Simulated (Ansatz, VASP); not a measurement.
## Zn: VASP beside Ansatz

```
Zn
1.0
    -1.63245    1.63245    1.63245
     1.63245   -1.63245    1.63245
     1.63245    1.63245   -1.63245
Zn
1
Direct
  0.00000 0.00000 0.00000
```

Alike in both runs: task single point; functional RPBE; k mesh 16 × 16 × 16; occupations fermi-dirac, width 0.1 eV; no spin polarisation.

|  | VASP | Ansatz |
| --- | --- | --- |
| version | VASP 6.6.1 | Ansatz 0.2.0 |
| potentials or method | VASP PAW PBE potentials, release 64 (Zn), cutoff 520 eV | plane waves (420 eV) with PAW, scalar-relativistic |
| valence electrons in the cell | 12 | 12 |

VASP gave:

| Item | Value |
| --- | --- |
| pressure (GPa) | -3.1 |

**Question.** What did Ansatz give for the same quantities?

**Answer.** Pressure (GPa): -3.3.

VASP's potentials were made for PBE, not for RPBE.
